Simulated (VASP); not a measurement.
Set up this calculation in VASP 6.6.1, as the native input.

| Item | Value |
| --- | --- |
| Task | single point |
| Functional | PBE |
| Potentials or basis | VASP PAW PBE potentials, release 64 (Na_pv, Sb) |
| Cutoff | 520 eV |
| k mesh | 4 × 4 × 4 |
| Occupations | gaussian, width 0.1 eV |
| Spin | no spin polarisation |
| Dipole correction | no |
| Further INCAR settings | ALGO = Normal; EDIFF = 1e-07; NBANDS = 24 |

The structure of Na4Sb lies in POSCAR:

```
Na4Sb
1.0
   -3.0983256400      3.0983256400      3.0983256400
    3.0983256400     -3.0983256400      3.0983256400
    3.0983256400      3.0983256400     -3.0983256400
Na Sb
4 1
Direct
    0.5000000000      0.5000000000      0.5000000000
    0.0000000000      0.0000000000      0.5000000000
    0.0000000000      0.5000000000      0.0000000000
    0.5000000000      0.0000000000      0.0000000000
    0.0000000000      0.0000000000      0.0000000000
```

These files were run (other wordings do the same):

INCAR

```
SYSTEM = Na4Sb
PREC     = Accurate       ! precision mode
ENCUT    = 520            ! plane-wave cutoff, eV
EDIFF    = 1E-7           ! SCF threshold, eV
ISMEAR   = 0              ! smearing method
SIGMA    = 0.1            ! smearing width, eV
LREAL    = .False.        ! projectors in reciprocal space
LASPH    = .True.         ! aspherical terms in the spheres
NELM     = 100            ! most SCF steps
ALGO     = Normal         ! electronic algorithm
ISIF     = 2              ! what is computed and relaxed
LWAVE    = .False.        ! write WAVECAR
LCHARG   = .True.         ! write CHGCAR
GGA      = PE             ! functional
LELF     = .True.         ! ELF
LVHAR    = .True.       
NBANDS   = 24             ! bands
```

KPOINTS

```
Automatic mesh
0
Gamma
  4 4 4
  0 0 0
```

Potentials or basis: VASP PAW PBE potentials, release 64 (Na_pv, Sb).

Command:

```console
$ cat potpaw_PBE.64/Na_pv/POTCAR potpaw_PBE.64/Sb/POTCAR > POTCAR
$ mpirun -np 1 vasp_std > vasp.out
```

It gave:

```yaml
Pressure: 15.6 GPa
```

Wall time 19 s on 1 thread of Intel(R) Xeon(R) 6975P-C (Granite Rapids) (shared host), peak memory 0.24 GiB.
